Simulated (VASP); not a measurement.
# C: single point with PBE

The system is C.

```xyz
2
Lattice="0.0000 1.7834 1.7834 1.7834 0.0000 1.7834 1.7834 1.7834 0.0000" Properties=species:S:1:pos:R:3 pbc="T T T"
C     1.7834    1.7834    1.7834
C     2.6750    2.6750    2.6750
```

| Item | Value |
| --- | --- |
| Program | VASP 6.6.1 |
| Task | single point |
| Functional | PBE |
| Potentials or basis | VASP PAW PBE potentials, release 64 (C) |
| Cutoff | 600 eV |
| k mesh | 14 × 14 × 14 |
| Occupations | gaussian, width 0.01 eV |
| Spin | no spin polarisation |

| Item | Value |
| --- | --- |
| Pressure | 1.8 GPa |
| Band gap on the k mesh | 4.13 eV, indirect (least direct gap 5.59 eV) |

Levels at points of the mesh, in eV from the valence-band top:
```
           k point  band 1  band 2  band 3  band 4  band 5  band 6  band 7  band 8  band 9
(0.00, 0.00, 0.00)  -21.48    0.00    0.00    0.00    5.59    5.59    5.59   13.33   19.30
(0.50, 0.00, 0.00)  -15.70  -13.37   -2.80   -2.80    8.46    8.46    8.85   15.70   21.89
(0.50, 0.50, 0.00)  -12.76  -12.76   -6.30   -6.30    4.76    4.76   16.80   16.80   23.23
```

Run time: 5 s on 1 thread of Intel(R) Xeon(R) 6975P-C (Granite Rapids), with other jobs on the host, peak memory 0.12 GiB.

A k mesh can miss the band edges.
